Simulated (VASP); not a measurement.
Input of a VASP 6.6.1 run:

File INCAR:

```
SYSTEM = TiSi16
  PREC = Accurate
  ENCUT = 520
  EDIFF = 1E-6
  ISMEAR = -1
  SIGMA = 0.02
  LREAL = Auto
  LASPH = .TRUE.
  NELM = 100
  ALGO = Normal
  ISIF = 2
  LWAVE = .FALSE.
  LCHARG = .TRUE.
  GGA = PE
  LELF = .TRUE.
  LVHAR = .TRUE.
  NBANDS = 52
```

File KPOINTS:

```
Automatic mesh
0
G
  2 2 2
  0 0 0
```

POSCAR

```
TiSi16
1.0
    0.0000000000      5.4300000000      5.4300000000
    5.4300000000      0.0000000000      5.4300000000
    5.4300000000      5.4300000000      0.0000000000
Si Ti
16 1
Direct
    0.0108931860      0.0329373849     -0.0056813996
    0.1070534070      0.1494475138      0.1496316759
   -0.0346777164      0.0039779006      0.4957458564
    0.1524861878      0.1342909761      0.5969613260
    0.0379189687      0.5166482505     -0.0064456722
    0.1482688766      0.6513443831      0.1212707182
    0.0187476980      0.5126519337      0.4968139963
    0.1454051565      0.6159576427      0.6355156538
    0.4951841621     -0.0219429098      0.0083149171
    0.6251565378      0.0942541436      0.1441068140
    0.5229005525     -0.0078176796      0.5015009208
    0.5586832413      0.1573020258      0.6461049724
    0.5374493554      0.4805432781      0.0388858195
    0.6697605893      0.6158931860      0.1376427256
    0.5209116022      0.5283149171      0.5132872928
    0.6452302026      0.6298342541      0.6682688766
    0.7913627993      0.2341804788      0.7410865562
```

Potentials or basis: VASP PAW PBE potentials, release 64 (Si, Ti_sv).

Run with:

```console
$ cat potpaw_PBE.64/Si/POTCAR potpaw_PBE.64/Ti_sv/POTCAR > POTCAR
$ mpirun -np 1 vasp_std > vasp.out
```

What does it give for the pressure?

3.4 GPa.

Predict the largest force.

2.609 eV/Å.

Predict the band gap on the k mesh.

zero (bands 38 and 39 overlap by 0.39 eV).

Forces on the atoms (eV/Å):
```
Si  -0.698  0.299 -0.318
Si  -1.449 -0.142  1.264
Si   1.054  1.549 -0.821
Si  -0.910  0.938  0.273
Si   0.575  0.577 -0.412
Si  -0.122  0.400  0.454
Si  -0.314  0.185  0.076
Si  -0.018 -0.999  1.002
Si   0.862 -0.166 -0.080
Si  -0.267 -0.249  1.014
Si  -0.199 -0.400 -0.747
Si   0.135  0.742  1.071
Si   0.008 -0.701 -0.990
Si   0.341  0.109 -0.215
Si  -0.232 -0.297 -0.263
Si  -0.200 -0.294  0.224
Ti   1.435 -1.549 -1.532
```

Caveat: the k points lie up to 0.50 Å⁻¹ apart; the atoms stand as in a frame of molecular dynamics.
